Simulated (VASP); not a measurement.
Write the native input for VASP 6.6.1 that does the following.

```yaml
Task: single point
Functional: revPBE
Potentials_or_basis: VASP PAW PBE potentials, release 64 (Zn, Re_sv_GW)
Cutoff: 560 eV
k_mesh: 24 × 24 × 12
Occupations: gaussian, width 0.1 eV
Spin: no spin polarisation
Dipole_correction: no
Further_INCAR_settings: ALGO = Normal; EDIFF = 1e-06; NBANDS = 20
```

The structure of ZnRe lies in POSCAR:

```
ZnRe
1.0
    2.7431120854      0.0000000000      0.0000000000
   -1.3715560427      2.3756047514      0.0000000000
    0.0000000000      0.0000000000      4.4773604783
Zn Re
1 1
Direct
    0.0000000000      0.0000000000      0.0000000000
    0.3333333333      0.6666666667      0.5000000000
```

These files were run (other wordings do the same):

INCAR

```
PREC = Accurate
ENCUT = 560
EDIFF = 1E-6
ISMEAR = 0
SIGMA = 0.1
LREAL = F
LASPH = T
NELM = 120
ALGO = Normal
ISIF = 2
LWAVE = F
LCHARG = T
GGA = RE
LELF = T
LVHAR = T
NBANDS = 20
GGA_COMPAT = F
```

KPOINTS

```
regular mesh
0
Gamma
  24 24 12
```

Potentials or basis: VASP PAW PBE potentials, release 64 (Zn, Re_sv_GW).

The run is started by

```console
$ cat potpaw_PBE.64/Zn/POTCAR potpaw_PBE.64/Re_sv_GW/POTCAR > POTCAR
$ mpirun -np 1 vasp_std > vasp.out
```

Results of the run:

| Quantity | Value |
| --- | --- |
| Pressure | 2.3 GPa |
| Band gap on the k mesh | zero (an odd number of electrons rules out a gap without spin polarisation) |

Caveat: the PAW data sets were made with another functional, which shifts forces and pressure a little; spin-orbit coupling is left out, which moves the levels of the heavy elements.

Run time: 4.9 min on 1 thread of Intel(R) Xeon(R) Platinum 8375C CPU @ 2.90GHz (Ice Lake), on a shared host, peak memory 0.41 GiB.
